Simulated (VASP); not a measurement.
# SnSe in VASP: notebook

The runs below take SnSe through single point, with PBE, r2SCAN, BLYP+D4.

All numbers are computed with VASP 6.6.1; they aren't measurements. Logs are shortened: lines on timing, memory, paths and dates and some standing lists are left out, and cuts for length are marked.

**Experimental background.**

From “Linear dichroism of the optical properties of SnS and SnSe van der Waals crystals”, 2024, arxiv:2409.17412, for a bulk crystal of SnSe: band gap 0.99 eV (indirect) at 20 K; band gap 0.89 eV (indirect) at 300 K.

The runs below are set against these values where they give the same quantity.

### Step 1. The cell of the first run

The typed cell holds 8 atoms: a = 11.420 Å, b = 4.190 Å, c = 4.460 Å, α = 90.00°, β = 90.00°, γ = 90.00°.

### Step 2. Single point, PBE (atoms moved at random)

INCAR reads:

```
SYSTEM = SnSe
PREC     = Accurate       ! precision mode
ENCUT    = 520            ! plane-wave cutoff, eV
EDIFF    = 1E-6           ! SCF threshold, eV
ISMEAR   = -1             ! smearing method
SIGMA    = 0.05           ! smearing width, eV
LREAL    = .False.        ! projectors in reciprocal space
LASPH    = .True.         ! aspherical terms in the spheres
NELM     = 60             ! most SCF steps
ALGO     = Normal         ! electronic algorithm
ISIF     = 2              ! what is computed and relaxed
LWAVE    = .False.        ! write WAVECAR
LCHARG   = .True.         ! write CHGCAR
GGA      = PE             ! functional
LELF     = .True.         ! ELF
LVHAR    = .True.       
NBANDS   = 50             ! bands
```

KPOINTS reads:

```
Automatic mesh
0
Gamma
  3 6 6
  0 0 0
```

POSCAR reads:

```
SnSe
1.0
   11.4200000000      0.0000000000      0.0000000000
    0.0000000000      4.1900000000      0.0000000000
    0.0000000000      0.0000000000      4.4600000000
Sn Se
4 4
Direct
    0.8753190000      0.7501360000      0.9099170000
    0.6255730000      0.2455770000      0.4110670000
    0.3728620000      0.7491900000      0.5946260000
    0.1265620000      0.2625250000      0.0854660000
    0.6447880000      0.7631490000      0.9887970000
    0.8558790000      0.2595380000      0.4844410000
    0.1429490000      0.7545270000      0.5090930000
    0.3604920000      0.2313560000      0.0116720000
```

Potentials or basis: VASP PAW PBE potentials, release 64 (Sn_d, Se).

On the command line:

```console
$ cat potpaw_PBE.64/Sn_d/POTCAR potpaw_PBE.64/Se/POTCAR > POTCAR
$ mpirun -np 1 vasp_std > vasp.out
```

OUTCAR:

```text
SYSTEM = SnSe
   PREC = Accurate
   ENCUT = 520
   EDIFF = 1E-6
   ISMEAR = -1
   LREAL = .False.
   LASPH = .True.
   NELM = 60
   ISIF = 2
   GGA = PE

 ion  position               nearest neighbor table
   1  0.875  0.750  0.910-   5 2.66   6 2.81   6 2.86   4 3.61   4 3.67
   2  0.626  0.246  0.411-   6 2.65   5 2.77   5 2.88   3 3.65   3 3.67
   3  0.373  0.749  0.595-   7 2.65   8 2.75   8 2.86   2 3.65   2 3.67
   4  0.127  0.263  0.085-   8 2.69   7 2.80   7 2.85   1 3.61   1 3.67
   5  0.645  0.763  0.989-   1 2.66   2 2.77   2 2.88
   6  0.856  0.260  0.484-   2 2.65   1 2.81   1 2.86
   7  0.143  0.755  0.509-   3 2.65   4 2.80   4 2.85
   8  0.360  0.231  0.012-   4 2.69   3 2.75   3 2.86

  LATTYP: Found a simple orthorhombic cell.
 ALAT       =     4.1900000000
 B/A-ratio  =     1.0644391408
 C/A-ratio  =     2.7255369928

  Lattice vectors:

 A1 = (   0.0000000000,   4.1900000000,   0.0000000000)
 A2 = (   0.0000000000,   0.0000000000,   4.4600000000)
 A3 = (  11.4200000000,   0.0000000000,   0.0000000000)

Analysis of symmetry for initial positions (statically):
=====================================================================
 Subroutine PRICEL returns:
 Original cell was already a primitive cell.

 Routine SETGRP: Setting up the symmetry group for a
 simple orthorhombic supercell.

 Subroutine GETGRP returns: Found  1 space group operations
 (whereof  1 operations were pure point group operations)
 out of a pool of  8 trial point group operations.

The static configuration has the point symmetry C_1 .

Analysis of symmetry for dynamics (positions and initial velocities):
=====================================================================
 Subroutine PRICEL returns:
 Original cell was already a primitive cell.

 Routine SETGRP: Setting up the symmetry group for a
 simple orthorhombic supercell.

 Subroutine GETGRP returns: Found  1 space group operations
 (whereof  1 operations were pure point group operations)
 out of a pool of  8 trial point group operations.

The dynamic configuration has the point symmetry C_1 .

 Subroutine INISYM returns: Found  1 space group operations
 (whereof  1 operations are pure point group operations),
 and found     1 'primitive' translations

----------------------------------------------------------------------------------------

                                     Primitive cell

  volume of cell :     213.4101

  direct lattice vectors                    reciprocal lattice vectors
    11.420000000  0.000000000  0.000000000     0.087565674  0.000000000  0.000000000
     0.000000000  4.190000000  0.000000000     0.000000000  0.238663484  0.000000000
     0.000000000  0.000000000  4.460000000     0.000000000  0.000000000  0.224215247

  length of vectors
    11.420000000  4.190000000  4.460000000     0.087565674  0.238663484  0.224215247

  position of ions in fractional coordinates (direct lattice)
     0.875319000  0.750136000  0.909917000
     0.625573000  0.245577000  0.411067000
     0.372862000  0.749190000  0.594626000
     0.126562000  0.262525000  0.085466000
     0.644788000  0.763149000  0.988797000
     0.855879000  0.259538000  0.484441000
     0.142949000  0.754527000  0.509093000
     0.360492000  0.231356000  0.011672000

  ion indices of the primitive-cell ions
   primitive index   ion index
                 1           1
                 2           2
                 3           3
                 4           4
                 5           5
                 6           6
                 7           7
                 8           8

----------------------------------------------------------------------------------------

 KPOINTS: Automatic mesh

Automatic generation of k-mesh.
 Grid dimensions read from file:
 generate k-points for:    3    6    6

 Generating k-lattice:

  Cartesian coordinates                     Fractional coordinates (reciprocal lattice)
     0.029188558  0.000000000  0.000000000     0.333333333  0.000000000  0.000000000
[... 54 lines left out ...]
 cond. band min:       6.0769600416   @ k =   0.0000   0.3333   0.0000
 fundamental gap:      0.5913284725
 Fermi energy:         5.7830511257

 k-point     1 :       0.0000    0.0000    0.0000
  band No.  band energies     occupation
      1     -15.8982      2.00000
      2     -15.8923      2.00000
      3     -15.8739      2.00000
      4     -15.8570      2.00000
      5     -15.8530      2.00000
      6     -15.8510      2.00000
[... 42 lines left out ...]
     49      10.1639      0.00000
     50      10.2773      0.00000

 k-point     2 :       0.3333    0.0000    0.0000
  band No.  band energies     occupation
      1     -15.8982      2.00000
      2     -15.8923      2.00000
      3     -15.8737      2.00000
      4     -15.8574      2.00000
      5     -15.8530      2.00000
      6     -15.8510      2.00000
[... 42 lines left out ...]
     49      10.3810      0.00000
     50      10.4745      0.00000

 k-point     3 :       0.0000    0.1667    0.0000
  band No.  band energies     occupation
      1     -15.8967      2.00000
      2     -15.8925      2.00000
      3     -15.8721      2.00000
      4     -15.8579      2.00000
      5     -15.8530      2.00000
      6     -15.8513      2.00000
[... 42 lines left out ...]
     49      10.0011      0.00000
     50      10.3390      0.00000

 k-point     4 :       0.3333    0.1667    0.0000
  band No.  band energies     occupation
      1     -15.8967      2.00000
      2     -15.8925      2.00000
      3     -15.8720      2.00000
      4     -15.8579      2.00000
      5     -15.8529      2.00000
      6     -15.8515      2.00000
[... 999 lines left out ...]
 k-point    23 :      -0.3333    0.3333   -0.1667
  band No.  band energies     occupation
      1     -15.9036      2.00000
      2     -15.8846      2.00000
      3     -15.8704      2.00000
      4     -15.8623      2.00000
      5     -15.8553      2.00000
      6     -15.8456      2.00000
[... 42 lines left out ...]
     49       9.4610      0.00000
     50       9.9877      0.00000

 k-point    24 :      -0.3333   -0.3333    0.1667
  band No.  band energies     occupation
      1     -15.9036      2.00000
      2     -15.8846      2.00000
      3     -15.8704      2.00000
      4     -15.8624      2.00000
      5     -15.8552      2.00000
      6     -15.8454      2.00000
[... 42 lines left out ...]
     49       9.4521      0.00000
     50      10.0082      0.00000

 [... further k-points ...]

------------------------ aborting loop because EDIFF is reached ----------------------------------------

  FORCE on cell =-STRESS in cart. coord.  units (eV):
  Direction    XX          YY          ZZ          XY          YZ          ZX
  --------------------------------------------------------------------------------------
  -------------------------------------------------------------------------------------
  Total        7.2318120      2.8061208      2.6218920      0.1691927      0.8117708      0.0145711
  in kB       54.2928608     21.0669644     19.6838661      1.2702147      6.0943730      0.1093923
  external PRESSURE =      31.6812304 kB  Pullay stress =       0.0000000 kB

 VOLUME and BASIS-vectors are now :
 -----------------------------------------------------------------------------
  energy-cutoff  :      520.00
  volume of cell :      213.41
      direct lattice vectors                 reciprocal lattice vectors
    11.420000000  0.000000000  0.000000000     0.087565674  0.000000000  0.000000000
     0.000000000  4.190000000  0.000000000     0.000000000  0.238663484  0.000000000
     0.000000000  0.000000000  4.460000000     0.000000000  0.000000000  0.224215247

 POSITION                                       TOTAL-FORCE (eV/Angst)
 -----------------------------------------------------------------------------------
      9.99614      3.14307      4.05823         0.519956      0.063521      0.002512
      7.14404      1.02897      1.83336        -0.602141      0.137622      0.068563
      4.25808      3.13911      2.65203         0.667199     -0.158278     -0.160685
      1.44534      1.09998      0.38118        -0.377562     -0.067440     -0.034439
      7.36348      3.19759      4.41003        -0.438491     -0.169444     -0.078871
      9.77414      1.08746      2.16061         0.533410     -0.045793      0.024791
      1.63248      3.16147      2.27055        -0.478865     -0.029380      0.039781
      4.11682      0.96938      0.05206         0.176494      0.269193      0.138348
 -----------------------------------------------------------------------------------
    total drift:                                0.000717     -0.000824     -0.000169

  FREE ENERGIE OF THE ION-ELECTRON SYSTEM (eV)
  ---------------------------------------------------
  free  energy   TOTEN  =       -32.6889724355 eV

  energy  without entropy=      -32.6888968506  energy(sigma->0) =      -32.68893464
```

It took 16 min on 1 thread of Intel Xeon 8259CL, shared host; peak memory 0.61 GiB.

What came out:

- Free energy: -32.6890 eV
- Pressure: 3.2 GPa
- Largest force: 0.704 eV/Å
- Band gap on the k mesh: 0.59 eV (least direct gap 0.73 eV)

Forces in eV/Å, atoms in the order of the input:
```
Sn   0.520  0.064  0.003
Sn  -0.602  0.138  0.069
Sn   0.667 -0.158 -0.161
Sn  -0.378 -0.067 -0.034
Se  -0.438 -0.169 -0.079
Se   0.533 -0.046  0.025
Se  -0.479 -0.029  0.040
Se   0.176  0.269  0.138
```

Caveat: the cell differs from its parent crystal (atoms moved at random); the cell stands under pressure; semilocal functionals underestimate gaps, and a narrow one can read as zero; spin-orbit coupling is left out, which moves the levels of the heavy elements. A k mesh can miss the band edges.

### Step 3. Single point, r2SCAN

This run uses another cell than the first one, of 28.30 Å³/atom.

POSCAR reads:

```
SnSe
1.0
   11.6817506210      0.0000000000      0.0000000000
    0.0000000000      4.1250685148      0.0000000000
    0.0000000000      0.0000000000      4.6978008665
Sn Se
4 4
Direct
    0.8798419691      0.7500000000      0.8756377764
    0.6201580309      0.2500000000      0.3756377764
    0.3798419691      0.7500000000      0.6243622236
    0.1201580309      0.2500000000      0.1243622236
    0.6479572000      0.7500000000      0.9884793692
    0.8520428000      0.2500000000      0.4884793692
    0.1479572000      0.7500000000      0.5115206308
    0.3520428000      0.2500000000      0.0115206308
```

INCAR.step1 reads:

```
SYSTEM = SnSe
PREC     = Accurate       ! precision mode
ENCUT    = 520            ! plane-wave cutoff, eV
ISMEAR   = -1             ! smearing method
SIGMA    = 0.05           ! smearing width, eV
LREAL    = .FALSE.        ! projectors in reciprocal space
LASPH    = .TRUE.         ! aspherical terms in the spheres
NELM     = 60             ! most SCF steps
NBANDS   = 50             ! bands
GGA      = PE             ! functional
ALGO     = Normal         ! electronic algorithm
EDIFF    = 1E-4           ! SCF threshold, eV
LWAVE    = .TRUE.         ! write WAVECAR
LCHARG   = .FALSE.        ! write CHGCAR
```

INCAR.step2 reads:

```
SYSTEM = SnSe
PREC     = Accurate       ! precision mode
ENCUT    = 520            ! plane-wave cutoff, eV
EDIFF    = 1E-6           ! SCF threshold, eV
ISMEAR   = -1             ! smearing method
SIGMA    = 0.05           ! smearing width, eV
LREAL    = .FALSE.        ! projectors in reciprocal space
LASPH    = .TRUE.         ! aspherical terms in the spheres
NELM     = 60             ! most SCF steps
ALGO     = Normal         ! electronic algorithm
ISIF     = 2              ! what is computed and relaxed
LWAVE    = .FALSE.        ! write WAVECAR
LCHARG   = .FALSE.        ! write CHGCAR
METAGGA  = R2SCAN         ! meta-GGA
LMIXTAU  = .TRUE.       
NBANDS   = 50             ! bands
ISTART   = 1
```

KPOINTS reads:

```
regular mesh
0
G
  3 6 6
  0 0 0
```

Potentials or basis: VASP PAW PBE potentials, release 64 (Sn_d, Se).

On the command line:

```console
$ cat potpaw_PBE.64/Sn_d/POTCAR potpaw_PBE.64/Se/POTCAR > POTCAR
$ cp INCAR.step1 INCAR
$ mpirun -np 1 vasp_std > vasp.out
$ cp INCAR.step2 INCAR
$ mpirun -np 1 vasp_std > vasp.out
```

Run time: 27 min. Hardware: 1 thread of Intel Xeon 8259CL, shared host; peak memory 0.52 GiB.

It converged, with:

- Free energy: -159.8477 eV
- Pressure: 0.0 GPa
- Largest force: 0.023 eV/Å
- Band gap on the k mesh: 1.02 eV (least direct gap 1.37 eV)

Forces in eV/Å, atoms in the order of the input:
```
Sn   0.018  0.000  0.015
Sn  -0.018  0.000  0.015
Sn   0.018  0.000 -0.015
Sn  -0.018  0.000 -0.015
Se  -0.006  0.000 -0.014
Se   0.006  0.000 -0.014
Se  -0.006  0.000  0.014
Se   0.006  0.000  0.014
```

Levels at points of the mesh, in eV from the valence-band top:
```tsv
k point	band 37	band 38	band 39	band 40	band 41	band 42	band 43	band 44
(0.00, 0.00, 0.00)	-1.53	-0.89	-0.74	-0.24	1.24	2.96	3.04	3.13
(0.00, 0.50, 0.00)	-1.10	-1.10	-0.95	-0.95	1.54	1.54	1.54	1.54
(0.00, 0.00, 0.50)	-0.79	-0.79	-0.09	-0.09	1.65	1.65	2.15	2.15
(0.00, 0.50, 0.50)	-2.07	-2.07	-1.23	-1.23	2.99	2.99	3.24	3.24
```

Caveat: the PAW data sets were made with another functional, which shifts forces and pressure a little; spin-orbit coupling is left out, which moves the levels of the heavy elements.

### Step 4. Single point, BLYP+D4

This run uses another cell than the first one, of 28.47 Å³/atom.

INCAR reads:

```
PREC = Accurate ; ENCUT = 520
EDIFF = 1E-6 ; ISMEAR = -1
SIGMA = 0.05 ; LREAL = False
LASPH = True ; NELM = 60
ALGO = Normal ; ISIF = 2
LWAVE = False ; LCHARG = False
GGA = B5 ; ALDAX = 1.0
AGGAX = 1.0 ; AGGAC = 1.0
ALDAC = 0.0 ; IVDW = 13
VDW_S6 = 1.0 ; VDW_S8 = 2.34076671
VDW_A1 = 0.44488865 ; VDW_A2 = 4.0933009
NBANDS = 50
```

KPOINTS reads:

```
Automatic mesh
0
Gamma
  3 6 6
```

POSCAR reads:

```
SnSe
1.0
   11.8604749525      0.0000000000      0.0000000000
    0.0000000000      4.2153004630      0.0000000000
    0.0000000000      0.0000000000      4.5550126678
Sn Se
4 4
Direct
    0.8772358376      0.7500000000      0.8740013149
    0.6227641624      0.2500000000      0.3740013149
    0.3772358376      0.7500000000      0.6259986851
    0.1227641624      0.2500000000      0.1259986851
    0.6442848703      0.7500000000      0.9660530072
    0.8557151297      0.2500000000      0.4660530072
    0.1442848703      0.7500000000      0.5339469928
    0.3557151297      0.2500000000      0.0339469928
```

On the command line:

```console
$ cat potpaw_PBE.64/Sn_d/POTCAR potpaw_PBE.64/Se/POTCAR > POTCAR
$ mpirun -np 1 vasp_std > vasp.out
```

Run time: 5.2 min. Hardware: 1 thread of Intel Xeon Platinum 8259CL at 2.50GHz (Skylake/Cascade Lake), shared host; peak memory 0.47 GiB.

It converged, with:

| Property | Result |
| --- | --- |
| Free energy | -34.3384 eV |
| Pressure | 0.1 GPa |
| Largest force | 0.028 eV/Å |
| Band gap on the k mesh | 0.78 eV (least direct gap 1.02 eV) |
| Dispersion energy per atom | -0.778 eV |

Forces in eV/Å, atoms in the order of the input:
```
Sn   0.023  0.000  0.015
Sn  -0.023  0.000  0.015
Sn   0.023  0.000 -0.015
Sn  -0.023  0.000 -0.015
Se  -0.006  0.000 -0.013
Se   0.006  0.000 -0.013
Se  -0.006  0.000  0.013
Se   0.006  0.000  0.013
```

Levels at points of the mesh, in eV from the valence-band top:
```
           k point  band 37  band 38  band 39  band 40  band 41  band 42  band 43  band 44
(0.00, 0.00, 0.00)    -1.50    -1.15    -0.63    -0.54     0.90     2.82     3.10     3.21
(0.00, 0.50, 0.00)    -0.82    -0.82    -0.78    -0.78     1.22     1.22     1.23     1.23
(0.00, 0.00, 0.50)    -0.65    -0.65    -0.23    -0.23     1.27     1.27     1.63     1.63
(0.00, 0.50, 0.50)    -2.14    -2.14    -1.20    -1.20     2.59     2.59     3.16     3.16
```

Caveat: semilocal functionals underestimate gaps, and a narrow one can read as zero; the PAW data sets were made with another functional, which shifts forces and pressure a little; spin-orbit coupling is left out, which moves the levels of the heavy elements.

### Step 5. The runs side by side

```tsv
level	cell	gap on the mesh (eV)	pressure (GPa)	largest force (eV/Å)
PBE	a = 11.420, b = 4.190, c = 4.460 Å, 8 atoms, atomic positions A	0.59	3.2	0.70
r2SCAN	a = 11.682, b = 4.125, c = 4.698 Å, 8 atoms, atomic positions B	1.02	0.0	0.02
BLYP+D4	a = 11.860, b = 4.215, c = 4.555 Å, 8 atoms, atomic positions C	0.78	0.1	0.03
```

Alike in all rows: task single point; potentials or basis VASP PAW PBE potentials, release 64 (Sn_d, Se); no spin polarisation; k mesh 3 × 6 × 6; cutoff (eV) 520; smearing fermi-dirac 0.05 eV.

Caveats: spin-orbit coupling is left out, which moves the levels of the heavy elements; semilocal functionals underestimate gaps, and a narrow one can read as zero (at least some runs); the PAW data sets were made with another functional, which shifts forces and pressure a little (at least some runs); the cell stands under pressure (at least some runs).

Total energies depend on the potentials used, so only differences within one code and one set of settings carry meaning.

### Step 6. How close it comes

Step 3. Against the measured gap of SnSe, 0.99 eV (indirect; 20 K; “Linear dichroism of the optical properties of SnS and SnSe van der Waals crystals”, 2024, arxiv:2409.17412), the calculated 1.02 eV is off by +0.03 eV. 2 values of this kind are on record (0.89 to 0.99 eV); this one was drawn at random. Spin-orbit coupling on Se, Sn is left out. The value is that of r2SCAN on a finite k mesh, which can miss the band edges, without temperature or zero-point motion.

Step 4. A measured gap of SnSe is 0.89 eV (indirect; 300 K; “Linear dichroism of the optical properties of SnS and SnSe van der Waals crystals”, 2024, arxiv:2409.17412); the calculated 0.78 eV misses it by -0.11 eV. 2 values of this kind are on record (0.89 to 0.99 eV); this one was drawn at random. Spin-orbit coupling on Se, Sn is left out. The value is that of BLYP+D4 on a finite k mesh, which can miss the band edges, without temperature or zero-point motion. Semilocal functionals fall short of measured gaps as a rule.
